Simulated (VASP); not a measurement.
Write the native input for VASP 6.6.1 that does the following.

```yaml
Task: single point
Functional: PBE
Potentials_or_basis: VASP PAW PBE potentials, release 64 (Ga_d, P)
Cutoff: 520 eV
k_mesh: 10 × 10 × 10
Occupations: gaussian, width 0.05 eV
Spin: no spin polarisation
Dipole_correction: no
Further_INCAR_settings: ALGO = Normal; EDIFF = 1e-06; NBANDS = 16
```

The structure of GaP lies in POSCAR:

```
GaP
1.0
    0.0000000000      2.6096034741      2.8273060391
    2.8273060391      0.0000000000      2.8273060391
    2.8273060391      2.6096034741      0.0000000000
Ga P
1 1
Direct
    0.0000000000      0.0000000000      0.0000000000
    0.7500000000      0.7500000000      0.7500000000
```

This cell differs from its parent crystal: volume 20.860 Å^3 an atom, c/a of the conventional cell 0.9230.

The input as run:

INCAR

```
PREC = Accurate ; ENCUT = 520
EDIFF = 1E-6 ; ISMEAR = 0
SIGMA = 0.05 ; LREAL = F
LASPH = T ; NELM = 100
ALGO = Normal ; ISIF = 2
LWAVE = F ; LCHARG = T
GGA = PE ; LELF = T
LVHAR = T ; NBANDS = 16
```

KPOINTS

```
regular mesh
0
Gamma
  10 10 10
```

Potentials or basis: VASP PAW PBE potentials, release 64 (Ga_d, P).

The run is started by

```console
$ cat potpaw_PBE.64/Ga_d/POTCAR potpaw_PBE.64/P/POTCAR > POTCAR
$ mpirun -np 1 vasp_std > vasp.out
```

Results of the run:

```yaml
Pressure: -0.2 GPa
Band_gap_on_the_k_mesh: 0.93 eV, indirect (least direct gap 1.28 eV)
```

It took 67 s on 1 thread of Intel(R) Xeon(R) Platinum 8259CL CPU @ 2.50GHz (Skylake/Cascade Lake), with other jobs on the host, peak memory 0.21 GiB.
